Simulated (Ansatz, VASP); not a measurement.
# Two plane-wave programs on Ta2AlC2N

```
Ta Al C N
1.0
     3.08320   -3.55296    0.00000
     3.08320    3.55296    0.00000
     0.00000    0.00000    3.20187
Ta Al C N
2 1 2 1
Cartesian
  1.5416 1.7765 1.6009
  1.5416 -1.7765 1.6009
  3.0832 0.0000 0.0000
  3.0832 1.9480 0.0000
  3.0832 -1.9480 0.0000
  0.0000 0.0000 1.6009
```

Change from the starting cell: species swapped into the CeB2Ir2Rh type (Cmmm, No. 65).

Alike in both runs: functional PBE; k mesh 8 × 8 × 12; occupations gaussian, width 0.1 eV; no spin polarisation.

Ansatz relaxed the structure, and its values are those at the end. VASP's run is a single point on that final structure, the one shown.

```csv
,VASP,Ansatz
version,VASP 6.6.1,Ansatz 0.2.0
potentials or method,"VASP PAW PBE potentials, release 64 (Ta_pv, Al, C, N), cutoff 520 eV","scalar-relativistic, plane waves, PAW"
valence electrons in the cell,38,42
```

Ansatz gave:

* gap on the k mesh at the Fermi level (eV): none
* pressure (GPa): 0.0
* rms of the force components (eV/Å): 0.000

**Question.** Which values does VASP return?

**Answer.** gap on the k mesh at the Fermi level (eV): none; pressure (GPa): 0.4; rms of the force components (eV/Å): 0.003.

A gap of «none» marks a metal or a gap that the smearing closes. VASP's potentials hold 38 valence electrons a cell and Ansatz's 42, so a difference there can come from the potentials and not from the codes.

Neither program's run includes spin-orbit coupling.
